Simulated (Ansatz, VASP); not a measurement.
Two plane-wave programs on GaN

```
Ga N
1.0
     0.00000    2.43378    2.25350
     2.43378    0.00000    2.25350
     2.43378    2.43378    0.00000
Ga N
1 1
Cartesian
  0.0000 0.0000 0.0000
  3.6507 3.6507 3.3803
```

Change from the starting cell: strain +0.080 along x and y, +0.000 along z, atoms carried along.

Alike in both runs: task single point; functional r2SCAN; k mesh 10 × 10 × 10; occupations gaussian, width 0.05 eV; no spin polarisation.

|  | VASP | Ansatz |
| --- | --- | --- |
| version | VASP 6.6.1 | Ansatz 0.2.0 |
| potentials or method | VASP PAW PBE potentials, release 64 (Ga_d, N), cutoff 520 eV | scalar-relativistic, plane waves, PAW |
| valence electrons in the cell | 18 | 18 |

|  | VASP | Ansatz | Ansatz less VASP |
| --- | --- | --- | --- |
| gap on the k mesh at the Fermi level (eV) | 0.88 | 0.88 | +0.002 |
| least direct gap on the mesh (eV) | 0.88 | 0.88 | +0.002 |
| pressure (GPa) | -21.7 | -22.3 | -0.61 |
| traceless stress, the component that is largest in VASP (GPa) | 5.98 | 6.05 | +0.071 |

VASP's potentials were made for PBE, not for r2SCAN. With one functional, cell and mesh, what is left measures potentials, basis and numerics.
